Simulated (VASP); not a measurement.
# TePb: single point with PBE

TePb:

```
CELL_PARAMETERS angstrom
0.00000 3.73731 3.73731
3.73731 0.00000 3.73731
3.73731 3.73731 0.00000
ATOMIC_POSITIONS crystal
Pb 0.00000 0.00000 0.00000
Te 0.25000 0.25000 0.25000
```

| Quantity | Value |
| --- | --- |
| Program | VASP 6.6.1 |
| Task | single point |
| Functional | PBE |
| Potentials or basis | VASP PAW PBE potentials, release 64 (Pb_d, Te) |
| Cutoff | 520 eV |
| k mesh | 6 × 6 × 6 |
| Occupations | gaussian, width 0.01 eV |
| Spin | no spin polarisation |

```
Pressure               : -1.3 GPa
Band gap on the k mesh : 0.87 eV (least direct gap 1.23 eV)
```

Levels at points of the mesh, in eV from the valence-band top:
```tsv
k point	band 7	band 8	band 9	band 10	band 11	band 12	band 13	band 14
(0.00, 0.00, 0.00)	-6.28	-1.13	-1.13	-1.13	1.73	1.73	1.73	4.30
(0.50, 0.00, 0.00)	-7.59	-1.62	-1.62	-1.61	2.49	2.49	3.60	6.02
(0.50, 0.50, 0.00)	-8.02	-2.22	-2.22	-0.37	0.87	4.26	4.26	5.77
```

Run time: 32 s on 1 thread of Intel(R) Xeon(R) Platinum 8488C (Sapphire Rapids), with other jobs on the host, peak memory 0.25 GiB.

Caveat: spin-orbit coupling is left out, which moves the levels of the heavy elements. A k mesh can miss the band edges.
